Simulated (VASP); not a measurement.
# SrCl2 (Imm2) in VASP: a series of runs

The runs below take SrCl2 through single point, with PBE.

Everything below comes from runs of VASP 6.6.1. Logs are shortened: lines on timing, memory, paths and dates and some standing lists are left out, and cuts for length are marked.

**1. The cell of the first run**

Symmetry: Imm2, No. 44, orthorhombic system. Conventional cell: a = 4.929 Å, b = 6.971 Å, c = 4.929 Å, α = 90.00°, β = 90.00°, γ = 90.00°. Within 3.9 Å of Sr (site symmetry mm2) lie 8 Cl at 2.99 to 3.05 Å. Cl (site symmetry m) has 4 Sr at 2.99 to 3.05 Å and 6 Cl at 3.49 Å within 3.9 Å.

**2. Single point, PBE (all Cl atoms moved +0.037 Å, as atom 2 along Cartesian [1 -1 0])**

Contents of INCAR:

```
PREC = Accurate ; ENCUT = 520
EDIFF = 1E-6 ; ISMEAR = 0
SIGMA = 0.05 ; LREAL = F
LASPH = T ; NELM = 60
ALGO = Normal ; ISIF = 2
LWAVE = F ; LCHARG = T
GGA = PE ; LELF = T
LVHAR = T ; NBANDS = 19
```

Contents of KPOINTS:

```
regular mesh
0
Gamma
  6 6 6
```

Contents of POSCAR:

```
SrCl2
1.0
    0.0000000000      3.4855000000      3.4855000000
    3.4855000000      0.0000000000      3.4855000000
    3.4855000000      3.4855000000      0.0000000000
Sr Cl
1 2
Direct
    0.0000000000      0.0000000000      0.0000000000
    0.2423923385      0.2576076615      0.2500000000
    0.7423923385      0.7576076615      0.7500000000
```

Potentials or basis: VASP PAW PBE potentials, release 64 (Sr_sv, Cl).

Command:

```sh
cat potpaw_PBE.64/Sr_sv/POTCAR potpaw_PBE.64/Cl/POTCAR > POTCAR
mpirun -np 1 vasp_std > vasp.out
```

OUTCAR:

```text
PREC = Accurate
   ENCUT = 520
   EDIFF = 1E-6
   ISMEAR = 0
   LREAL = F
   LASPH = T
   NELM = 60
   ISIF = 2
   GGA = PE

 ion  position               nearest neighbor table
   1  0.000  0.000  0.000-   3 2.99   2 2.99   2 3.02   3 3.02   2 3.02   3 3.02   3 3.05   2 3.05

   2  0.242  0.258  0.250-   1 2.99   1 3.02   1 3.02   1 3.05
   3  0.742  0.758  0.750-   1 2.99   1 3.02   1 3.02   1 3.05

  LATTYP: Found a face centered cubic cell.
 ALAT       =     6.9710000000

  Lattice vectors:

 A1 = (   0.0000000000,   3.4855000000,   3.4855000000)
 A2 = (   3.4855000000,   0.0000000000,   3.4855000000)
 A3 = (   3.4855000000,   3.4855000000,   0.0000000000)

Analysis of symmetry for initial positions (statically):
=====================================================================
 Subroutine PRICEL returns:
 Original cell was already a primitive cell.

 Routine SETGRP: Setting up the symmetry group for a
 face centered cubic supercell.

 Subroutine GETGRP returns: Found  4 space group operations
 (whereof  4 operations were pure point group operations)
 out of a pool of 48 trial point group operations.

The static configuration has the point symmetry C_2v.

Analysis of symmetry for dynamics (positions and initial velocities):
=====================================================================
 Subroutine PRICEL returns:
 Original cell was already a primitive cell.

 Routine SETGRP: Setting up the symmetry group for a
 face centered cubic supercell.

 Subroutine GETGRP returns: Found  4 space group operations
 (whereof  4 operations were pure point group operations)
 out of a pool of 48 trial point group operations.

The dynamic configuration has the point symmetry C_2v.

 Subroutine INISYM returns: Found  4 space group operations
 (whereof  4 operations are pure point group operations),
 and found     1 'primitive' translations

----------------------------------------------------------------------------------------

                                     Primitive cell

  volume of cell :      84.6887

  direct lattice vectors                    reciprocal lattice vectors
     0.000000000  3.485500000  3.485500000    -0.143451442  0.143451442  0.143451442
     3.485500000  0.000000000  3.485500000     0.143451442 -0.143451442  0.143451442
     3.485500000  3.485500000  0.000000000     0.143451442  0.143451442 -0.143451442

  length of vectors
     4.929241372  4.929241372  4.929241372     0.248465185  0.248465185  0.248465185

  position of ions in fractional coordinates (direct lattice)
     0.000000000  0.000000000  0.000000000
     0.242392338  0.257607662  0.250000000
     0.742392338  0.757607662  0.750000000

  ion indices of the primitive-cell ions
   primitive index   ion index
                 1           1
                 2           2
                 3           3

----------------------------------------------------------------------------------------

 KPOINTS: regular mesh

Automatic generation of k-mesh.
 Grid dimensions read from file:
 generate k-points for:    6    6    6

 Generating k-lattice:

  Cartesian coordinates                     Fractional coordinates (reciprocal lattice)
    -0.023908574  0.023908574  0.023908574     0.166666667  0.000000000  0.000000000
     0.023908574 -0.023908574  0.023908574     0.000000000  0.166666667  0.000000000
     0.023908574  0.023908574 -0.023908574     0.000000000  0.000000000  0.166666667

  Length of vectors
     0.041410864  0.041410864  0.041410864

  Shift w.r.t. Gamma in fractional coordinates (k-lattice)
     0.000000000  0.000000000  0.000000000

 Subroutine IBZKPT returns following result:
 ===========================================

 Found     46 irreducible k-points:

 Following reciprocal coordinates:
            Coordinates               Weight
  0.000000  0.000000  0.000000      1.000000
  0.166667  0.000000  0.000000      4.000000
  0.000000  0.000000  0.166667      4.000000
  0.333333  0.000000  0.000000      4.000000
  0.000000  0.000000  0.333333      4.000000
  0.500000  0.000000  0.000000      2.000000
[... 16 lines left out ...]
  0.000000 -0.166667  0.166667      8.000000
  0.166667  0.166667  0.333333      2.000000
 [... further k-points ...]
   k-points           NKPTS =     46   k-points in BZ     NKDIM =     46   number of bands    NBANDS=     19
   number of dos      NEDOS =    301   number of ions     NIONS =      3
   total plane-waves  NPLWV =  64000
   dimension x,y,z NGX =    40 NGY =   40 NGZ =   40
   dimension x,y,z NGXF=    80 NGYF=   80 NGZF=   80
   ions per type =               1   2
   NGX,Y,Z   is equivalent  to a cutoff of  13.49, 13.49, 13.49 a.u.
   NGXF,Y,Z  is equivalent  to a cutoff of  26.98, 26.98, 26.98 a.u.
 SYSTEM =  unknown system
   PREC   = accura    normal or accurate (medium, high low for compatibility)
   ISTART =      0    job   : 0-new  1-cont  2-samecut
   ICHARG =      2    charge: 1-file 2-atom 10-const
   ISPIN  =      1    spin polarized calculation?
   LNONCOLLINEAR =      F non collinear calculations
   LSORBIT =      F    spin-orbit coupling
   LASPH  =      T    aspherical Exc in radial PAW
   ENCUT  =  520.0 eV  38.22 Ry    6.18 a.u.   9.17  9.17  9.17*2*pi/ulx,y,z
   NELM   =     60;   NELMIN=  2; NELMDL= -5     # of ELM steps
   EDIFF  = 0.1E-05   stopping-criterion for ELM
   LREAL  =      F    real-space projection
   EDIFFG = 0.1E-04   stopping-criterion for IOM
   NSW    =      0    number of steps for IOM
   IBRION =     -1    ionic relax: 0-MD 1-quasi-New 2-CG
   NFREE  =      0    steps in history (QN), initial steepest desc. (CG)
   ISIF   =      2    stress and relaxation
   ISYM   =      2    0-nonsym 1-usesym 2-fastsym
   POTIM  = 0.5000    time-step for ionic-motion
   TEBEG  =    0.0;   TEEND  =   0.0 temperature during run
   PSTRESS=    0.0 pullay stress
   NELECT =      24.0000    total number of electrons
   NUPDOWN=      -1.0000    fix difference up-down
   EMIN   =  10.00;   EMAX   =-10.00  energy-range for DOS
   EFERMI =   0.00;   METHOD = LEGACY
   ISMEAR =     0;   SIGMA  =   0.05  broadening in eV -4-tet -1-fermi 0-gaus
   EFERMI_NEDOS =   21; number of points for ismear=-14 and -15
   IALGO  =     38    algorithm
   IMIX   =      4    mixing-type and parameters
     AMIX     =   0.40;   BMIX     =  1.00
     AMIX_MAG =   1.60;   BMIX_MAG =  1.00
  volume/ion in A,a.u.               =      28.23       190.50
  Fermi-wavevector in a.u.,A,eV,Ry     =   1.075318  2.032056 15.732530  1.156308
  Thomas-Fermi vector in A             =   2.211171
   LORBIT       =      0    0 simple, 1 ext, 2 COOP (PROOUT), +10 PAW based schemes
   GGA     = PE    functional components
   LHFCALC =     F    Hartree Fock is set to
   AEXX    =    0.0000 exact exchange contribution
   IVDW    =     0    specifies the selected vdW correction
   LEPSILON=     F    determine dielectric tensor
   LRPA    =     F    only Hartree local field effects (RPA)
 non-spin polarized calculation
 Gauss-broadening in eV      SIGMA  =   0.05
  energy-cutoff  :      520.00
  volume of cell :       84.69
 maximum number of plane-waves:      2301
 NGX is ok and might be reduce to    40
   NGX = 19   NGY = 19   NGZ = 19

 number of electron      24.0000000 magnetization

 Free energy of the ion-electron system (eV)
  ---------------------------------------------------
  ext. energy  EPLUGINS =         0.00000000
  ---------------------------------------------------
  free energy    TOTEN  =       -12.77884511 eV

  energy without entropy =      -12.77884511  energy(sigma->0) =      -12.77884511

 E-fermi :   0.5161     XC(G=0):  -8.2933

 val. band max:        0.1700209667   @ k =   0.5000   0.5000   0.0000
 cond. band min:       5.5159141204   @ k =   0.0000   0.0000   0.0000
 fundamental gap:      5.3458931537
 Fermi energy:         0.5161342971

 k-point     1 :       0.0000    0.0000    0.0000
  band No.  band energies     occupation
      1     -32.7090      2.00000
      2     -14.7030      2.00000
      3     -14.7021      2.00000
      4     -14.7020      2.00000
      5     -13.1437      2.00000
      6     -12.2898      2.00000
[... 11 lines left out ...]
     18       9.2083      0.00000
     19       9.5282      0.00000

 k-point     2 :       0.1667    0.0000    0.0000
  band No.  band energies     occupation
      1     -32.7081      2.00000
      2     -14.7922      2.00000
      3     -14.7058      2.00000
      4     -14.7055      2.00000
      5     -12.9917      2.00000
      6     -12.3467      2.00000
[... 11 lines left out ...]
     18       8.9245      0.00000
     19      10.0207      0.00000

 k-point     3 :       0.0000    0.0000    0.1667
  band No.  band energies     occupation
      1     -32.7081      2.00000
      2     -14.7917      2.00000
      3     -14.7062      2.00000
      4     -14.7056      2.00000
      5     -12.9917      2.00000
      6     -12.3467      2.00000
[... 11 lines left out ...]
     18       8.9233      0.00000
     19       9.9665      0.00000

 k-point     4 :       0.3333    0.0000    0.0000
  band No.  band energies     occupation
      1     -32.7065      2.00000
      2     -14.9331      2.00000
      3     -14.7129      2.00000
      4     -14.7124      2.00000
      5     -12.7756      2.00000
      6     -12.4005      2.00000
[... 407 lines left out ...]
     18       9.0785      0.00000
     19      10.1027      0.00000

 k-point    23 :       0.0000   -0.1667    0.1667
  band No.  band energies     occupation
      1     -32.7071      2.00000
      2     -14.8691      2.00000
      3     -14.7386      2.00000
      4     -14.7085      2.00000
      5     -12.8080      2.00000
      6     -12.4131      2.00000
[... 11 lines left out ...]
     18       9.0782      0.00000
     19      10.0803      0.00000

 k-point    24 :       0.1667    0.1667    0.3333
  band No.  band energies     occupation
      1     -32.7071      2.00000
      2     -14.8687      2.00000
      3     -14.7386      2.00000
      4     -14.7089      2.00000
      5     -12.8080      2.00000
      6     -12.4133      2.00000
[... 11 lines left out ...]
     18       9.0836      0.00000
     19      10.0514      0.00000

 [... further k-points ...]

------------------------ aborting loop because EDIFF is reached ----------------------------------------

  FORCE on cell =-STRESS in cart. coord.  units (eV):
  Direction    XX          YY          ZZ          XY          YZ          ZX
  --------------------------------------------------------------------------------------
  -------------------------------------------------------------------------------------
  Total        0.6235832      0.6235832      0.6260215     -0.0091807      0.0000000      0.0000000
  in kB       11.7972213     11.7972213     11.8433511     -0.1736854      0.0000000      0.0000000
  external PRESSURE =      11.8125979 kB  Pullay stress =       0.0000000 kB

 VOLUME and BASIS-vectors are now :
 -----------------------------------------------------------------------------
  energy-cutoff  :      520.00
  volume of cell :       84.69
      direct lattice vectors                 reciprocal lattice vectors
     0.000000000  3.485500000  3.485500000    -0.143451442  0.143451442  0.143451442
     3.485500000  0.000000000  3.485500000     0.143451442 -0.143451442  0.143451442
     3.485500000  3.485500000  0.000000000     0.143451442  0.143451442 -0.143451442

 POSITION                                       TOTAL-FORCE (eV/Angst)
 -----------------------------------------------------------------------------------
      0.00000      0.00000      0.00000         0.073471     -0.073471      0.000000
      1.76927      1.71623      1.74275        -0.036735      0.036735     -0.003704
      5.25477      5.20173      5.22825        -0.036735      0.036735      0.003704
 -----------------------------------------------------------------------------------
    total drift:                                0.000114     -0.000114      0.000000

  FREE ENERGIE OF THE ION-ELECTRON SYSTEM (eV)
  ---------------------------------------------------
  free  energy   TOTEN  =       -12.7788451110 eV

  energy  without entropy=      -12.7788451110  energy(sigma->0) =      -12.77884511
```

Run time: 82 s. Hardware: 1 thread of Intel Xeon Platinum 8259CL at 2.50GHz (Skylake/Cascade Lake), shared host; peak memory 0.27 GiB.

What came out:

* Free energy: -12.7788 eV
* Pressure: 1.2 GPa
* Largest force: 0.104 eV/Å
* Band gap on the k mesh: 5.35 eV (least direct gap 5.50 eV)

Forces in eV/Å, atoms in the order of the input:
```
Sr   0.073 -0.073  0.000
Cl  -0.037  0.037 -0.004
Cl  -0.037  0.037  0.004
```

Caveat: the cell differs from its parent crystal (all Cl atoms moved +0.037 Å, as atom 2 along Cartesian [1 -1 0]). A k mesh can miss the band edges.

**3. Single point, PBE (all Cl atoms moved +0.013 Å, as atom 2 along Cartesian [1 -1 0])**

Contents of INCAR:

```
SYSTEM = SrCl2
PREC = Accurate
ENCUT = 520
EDIFF = 1E-6
ISMEAR = 0
SIGMA = 0.05
LREAL = .FALSE.
LASPH = .TRUE.
NELM = 80
ALGO = Normal
ISIF = 2
LWAVE = .FALSE.
LCHARG = .FALSE.
GGA = PE
NBANDS = 19
```

Contents of KPOINTS:

```
regular mesh
0
G
  6 6 6
  0 0 0
```

Contents of POSCAR:

```
SrCl2
1.0
    0.0000000000      3.4855000000      3.4855000000
    3.4855000000      0.0000000000      3.4855000000
    3.4855000000      3.4855000000      0.0000000000
Sr Cl
1 2
Direct
    0.0000000000      0.0000000000      0.0000000000
    0.2474641128      0.2525358872      0.2500000000
    0.7474641128      0.7525358872      0.7500000000
```

Potentials or basis: VASP PAW PBE potentials, release 64 (Sr_sv, Cl).

Command:

```sh
cat potpaw_PBE.64/Sr_sv/POTCAR potpaw_PBE.64/Cl/POTCAR > POTCAR
mpirun -np 1 vasp_std > vasp.out
```

Wall time 82 s (1 thread of Intel Xeon Platinum 8259CL at 2.50GHz (Skylake/Cascade Lake), shared host); peak memory 0.27 GiB.

It converged, with:

- Free energy: -12.7806 eV
- Pressure: 1.2 GPa
- Largest force: 0.035 eV/Å
- Band gap on the k mesh: 5.35 eV (least direct gap 5.50 eV)

Forces in eV/Å, atoms in the order of the input:
```
Sr   0.024 -0.024  0.000
Cl  -0.012  0.012  0.000
Cl  -0.012  0.012  0.000
```

Levels at points of the mesh, in eV from the valence-band top:
```tsv
k point	band 10	band 11	band 12	band 13	band 14	band 15
(0.00, 0.00, 0.00)	-0.34	-0.34	-0.34	5.35	6.10	6.10
(0.50, 0.00, 0.00)	-1.32	-1.05	-1.05	6.71	6.71	7.51
(0.00, 0.00, 0.50)	-1.32	-1.05	-1.05	6.71	6.71	7.52
(0.50, 0.50, 0.00)	-0.41	-0.41	0.00	5.50	7.04	7.61
(0.00, 0.50, 0.50)	-0.41	-0.41	0.00	5.50	7.05	7.61
```

Caveat: the cell differs from its parent crystal (all Cl atoms moved +0.013 Å, as atom 2 along Cartesian [1 -1 0]). A k mesh can miss the band edges.
